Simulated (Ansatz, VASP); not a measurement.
Two plane-wave programs on Os

Contents of INCAR:

```
AGGAC = 1.0
AGGAX = 1.0
ALDAC = 0.0
ALDAX = 1.0
ALGO = Normal
EDIFF = 1E-7
ENCUT = 520
GGA = B5
ISIF = 2
ISMEAR = -1
LASPH = T
LCHARG = F
LREAL = F
LWAVE = F
NBANDS = 19
NELM = 80
PREC = Accurate
SIGMA = 0.1
```

Contents of KPOINTS:

```
k-points
0
Gamma
  9 9 13
```

POSCAR

```
Os
1.0
    4.3825920237      0.0000000000      0.0000000000
   -2.1912960119      3.7954360270      0.0000000000
    0.0000000000      0.0000000000      2.7678995197
Os
3
Direct
    1.0000000000      1.0000000000      0.0000000000
    0.3333333333      0.6666666667      0.5000000000
    0.6666666667      0.3333333333      0.5000000000
```

Input for Ansatz:

```yaml
crystal:
  lattice:
    - [4.3825920237, 0.0, 0.0]
    - [-2.1912960119, 3.795436027, 0.0]
    - [0.0, 0.0, 2.7678995197]
  atoms:
    - { symbol: Os, position: [1.0, 1.0, 0.0] }
    - { symbol: Os, position: [0.3333333333, 0.6666666667, 0.5] }
    - { symbol: Os, position: [0.6666666667, 0.3333333333, 0.5] }
hamiltonian:
  xc: blyp
  pseudopotentials:
    kind: paw
    azcp:
      Os: "pseudopotentials/Os.paw.azcp"
basis:
  ecutwfc: 420
  fft_grid_basis: typed
kpoints:
  mp_grid: { grid: [9, 9, 13], shift: [0, 0, 0] }
magnetization:
  spin_polarized: false
scf:
  occupations: { method: fermi_dirac, width: 0.1 }
  lower_state_search: "off"
output:
  stress: true
```

Alike in both runs: task single point; functional BLYP; k mesh 9 × 9 × 13; occupations fermi-dirac, width 0.1 eV; no spin polarisation.

|  | VASP | Ansatz |
| --- | --- | --- |
| version | VASP 6.6.1 | Ansatz 0.2.0 |
| potentials or method | VASP PAW PBE potentials, release 64 (Os), cutoff 520 eV | plane waves (420 eV) with PAW, scalar-relativistic |
| valence electrons in the cell | 24 | 48 |

```tsv
	VASP	Ansatz	Ansatz less VASP
pressure (GPa)	2.2	-0.1	-2.28
traceless stress, the component that is largest in VASP (GPa)	0.14	0.24	+0.108
```

VASP's potentials were made for PBE, not for BLYP. VASP's potentials hold 24 valence electrons a cell and Ansatz's 48, so a difference there can come from the potentials and not from the codes.

Spin-orbit coupling is off throughout.
